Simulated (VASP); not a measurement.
# As in VASP: single point with PBE

Aim: the single point of As with PBE.

Everything below comes from runs of VASP 6.6.1. Logs are shortened: lines on timing, memory, paths and dates and some standing lists are left out, and cuts for length are marked.

### Step 1. The cell of the first run

The cell holds a slab with vacuum, 4 atoms: a = 4.807 Å, b = 3.634 Å, c = 28.270 Å, α = 90.00°, β = 90.00°, γ = 90.00°.

### Step 2. Single point, PBE, non-collinear spin, zero start, spin-orbit coupling

File INCAR:

```
SYSTEM = As
ALGO = Normal ; DIPOL = 0.5 0.5 0.336
EDIFF = 1E-6 ; ENCUT = 520
GGA = PE ; GGA_COMPAT = .FALSE.
IDIPOL = 3 ; ISIF = 2
ISMEAR = -1 ; LASPH = .TRUE.
LCHARG = .TRUE. ; LDIPOL = .TRUE.
LORBIT = 11 ; LORBMOM = .TRUE.
LREAL = .FALSE. ; LSORBIT = .TRUE.
LVACPOTAV = .TRUE. ; LVHAR = .TRUE.
LWAVE = .FALSE. ; MAGMOM = 0 0 0 0 0 0 0 0 0 0 0 0
NBANDS = 34 ; NELM = 150
PREC = Accurate ; SIGMA = 0.02
```

File KPOINTS:

```
k-points
0
G
  4 4 1
  0 0 0
```

File POSCAR:

```
As
1.0
    4.8073445447      0.0000000000      0.0000000000
    0.0000000000      3.6338992125      0.0000000000
    0.0000000000      0.0000000000     28.2703730404
As
4
Direct
    0.0760356201      0.0000000000      0.3777315117
    0.4239643799      0.5000000000      0.3777315117
    0.5760356201      0.5000000000      0.2943501751
    0.9239643799      0.0000000000      0.2943501751
```

Potentials or basis: VASP PAW PBE potentials, release 64 (As).

Run with:

```sh
> cat potpaw_PBE.64/As/POTCAR > POTCAR
> mpirun -np 1 vasp_ncl > vasp.out
```

OUTCAR:

```text
SYSTEM = As
   EDIFF = 1E-6
   ENCUT = 520
   GGA = PE
   ISIF = 2
   ISMEAR = -1
   LASPH = .TRUE.
   LORBIT = 11
   LREAL = .FALSE.
   LSORBIT = .TRUE.
   NELM = 150
   PREC = Accurate

 ion  position               nearest neighbor table
   1  0.076  0.000  0.378-   4 2.47   2 2.47   2 2.47
   2  0.424  0.500  0.378-   3 2.47   1 2.47   1 2.47
   3  0.576  0.500  0.294-   2 2.47   4 2.47   4 2.47
   4  0.924  0.000  0.294-   1 2.47   3 2.47   3 2.47

  LATTYP: Found a simple orthorhombic cell.
 ALAT       =     3.6338992125
 B/A-ratio  =     1.3229163121
 C/A-ratio  =     7.7796249668

  Lattice vectors:

 A1 = (   0.0000000000,  -3.6338992125,   0.0000000000)
 A2 = (   4.8073445447,   0.0000000000,   0.0000000000)
 A3 = (   0.0000000000,   0.0000000000,  28.2703730404)

Analysis of symmetry for initial positions (statically):
=====================================================================
 Subroutine PRICEL returns:
 Original cell was already a primitive cell.

 Routine SETGRP: Setting up the symmetry group for a
 simple orthorhombic supercell.

 Subroutine GETGRP returns: Found  8 space group operations
 (whereof  2 operations were pure point group operations)
 out of a pool of  8 trial point group operations.

The static configuration has the point symmetry C_1h.
 The point group associated with its full space group is D_2h.

Analysis of symmetry for dynamics (positions and initial velocities):
=====================================================================
 Subroutine PRICEL returns:
 Original cell was already a primitive cell.

 Routine SETGRP: Setting up the symmetry group for a
 simple orthorhombic supercell.

 Subroutine GETGRP returns: Found  8 space group operations
 (whereof  2 operations were pure point group operations)
 out of a pool of  8 trial point group operations.

The dynamic configuration has the point symmetry C_1h.
 The point group associated with its full space group is D_2h.

Analysis of structural, dynamic, and magnetic symmetry:
=====================================================================
 Subroutine PRICEL returns:
 Original cell was already a primitive cell.

 Routine SETGRP: Setting up the symmetry group for a
 simple orthorhombic supercell.

 Subroutine GETGRP returns: Found  8 space group operations
 (whereof  2 operations were pure point group operations)
 out of a pool of  8 trial point group operations.

The overall configuration has the point symmetry C_1h.
 The point group associated with its full space group is D_2h.

 Subroutine INISYM returns: Found  8 space group operations
 (whereof  2 operations are pure point group operations),
 and found     1 'primitive' translations

[... 489 lines left out ...]
  ---------------------------------------------------
  free  energy   TOTEN  =       -18.4949727443 eV

  energy  without entropy=      -18.4949727443  energy(sigma->0) =      -18.49497274

 vacuum level on the upper side and lower side of the slab         1.662         1.662

 orbital moment (x)

 # of ion     p       d       tot
 ----------------------------------------
  1         0.000   0.000   0.000
  2         0.000   0.000   0.000
  3         0.000  -0.000  -0.000
  4         0.000  -0.000  -0.000
 ----------------------------------------
            0.000   0.000   0.000

 orbital moment (y)

 # of ion     p       d       tot
 ----------------------------------------
  1        -0.000   0.000  -0.000
  2         0.000  -0.000   0.000
  3         0.000  -0.000   0.000
  4        -0.000   0.000  -0.000
 ----------------------------------------
            0.000   0.000   0.000

 orbital moment (z)

 # of ion     p       d       tot
 ----------------------------------------
  1         0.000   0.000   0.000
  2         0.000  -0.000  -0.000
  3         0.000   0.000   0.000
  4         0.000  -0.000  -0.000
 ----------------------------------------
            0.000   0.000   0.000

 Spin-Orbit-Coupling matrix elements

 Ion:    1  E_soc:     -0.0247038
 l=   1
     0.0000000    -0.0041743    -0.0039109
    -0.0041743     0.0000000    -0.0042559
    -0.0039109    -0.0042559     0.0000000
 l=   2
     0.0000000    -0.0000004     0.0000000    -0.0000017    -0.0000051
    -0.0000004     0.0000000     0.0000000    -0.0000009    -0.0000012
     0.0000000     0.0000000     0.0000000    -0.0000003     0.0000000
    -0.0000017    -0.0000009    -0.0000003     0.0000000    -0.0000014
    -0.0000051    -0.0000012     0.0000000    -0.0000014     0.0000000
 l=   3
     0.0000000     0.0000000     0.0000000     0.0000000     0.0000000     0.0000000     0.0000000
     0.0000000     0.0000000     0.0000000     0.0000000     0.0000000     0.0000000     0.0000000
     0.0000000     0.0000000     0.0000000     0.0000000     0.0000000     0.0000000     0.0000000
     0.0000000     0.0000000     0.0000000     0.0000000     0.0000000     0.0000000     0.0000000
[... 49 lines left out ...]
 l=   2
     0.0000000    -0.0000004     0.0000000    -0.0000017    -0.0000051
    -0.0000004     0.0000000     0.0000000    -0.0000009    -0.0000012
     0.0000000     0.0000000     0.0000000    -0.0000003     0.0000000
    -0.0000017    -0.0000009    -0.0000003     0.0000000    -0.0000014
    -0.0000051    -0.0000012     0.0000000    -0.0000014     0.0000000
 l=   3
     0.0000000     0.0000000     0.0000000     0.0000000     0.0000000     0.0000000     0.0000000
     0.0000000     0.0000000     0.0000000     0.0000000     0.0000000     0.0000000     0.0000000
     0.0000000     0.0000000     0.0000000     0.0000000     0.0000000     0.0000000     0.0000000
     0.0000000     0.0000000     0.0000000     0.0000000     0.0000000     0.0000000     0.0000000
     0.0000000     0.0000000     0.0000000     0.0000000     0.0000000     0.0000000     0.0000000
     0.0000000     0.0000000     0.0000000     0.0000000     0.0000000     0.0000000     0.0000000
     0.0000000     0.0000000     0.0000000     0.0000000     0.0000000     0.0000000     0.0000000

 total charge

# of ion       s       p       d       tot
------------------------------------------
    1        1.287   1.397   0.045   2.730
    2        1.287   1.397   0.045   2.730
    3        1.287   1.397   0.045   2.730
    4        1.287   1.397   0.045   2.730
--------------------------------------------------
tot          5.149   5.589   0.181  10.919

 magnetization (x)

# of ion       s       p       d       tot
------------------------------------------
    1        0.000   0.000   0.000   0.000
    2        0.000  -0.000  -0.000  -0.000
    3       -0.000  -0.000   0.000  -0.000
    4        0.000   0.000   0.000   0.000
--------------------------------------------------
tot          0.000   0.000   0.000   0.000

 magnetization (y)

# of ion       s       p       d       tot
------------------------------------------
    1       -0.000  -0.000   0.000  -0.000
    2        0.000   0.000  -0.000   0.000
    3        0.000   0.000  -0.000   0.000
    4       -0.000  -0.000   0.000  -0.000
--------------------------------------------------
tot          0.000   0.000   0.000   0.000

 magnetization (z)

# of ion       s       p       d       tot
------------------------------------------
    1        0.000   0.000  -0.000  -0.000
    2        0.000  -0.000   0.000  -0.000
    3        0.000   0.000  -0.000  -0.000
    4        0.000  -0.000   0.000  -0.000
--------------------------------------------------
tot          0.000  -0.000   0.000  -0.000
```

Wall time 18 min (1 thread of Intel Xeon 8259CL, shared host); peak memory 1.3 GiB.

Results:

```
Free energy                                           : -18.4950 eV
Largest force                                         : 0.419 eV/Å
Net moment                                            : 0.00 μB per cell
Valence electrons inside the program's atomic spheres : As 2.73
```

Forces in eV/Å, atoms in the order of the input:
```
As  -0.337  0.000  0.248
As   0.337  0.000  0.248
As  -0.337  0.000 -0.248
As   0.337  0.000 -0.248
```

Moments on the atoms (μB; x, y, z):
```
As  0.00 0.00 0.00
As  0.00 0.00 0.00
As  0.00 0.00 0.00
As  0.00 0.00 0.00
```

Caveat: the k points lie up to 0.43 Å⁻¹ apart.
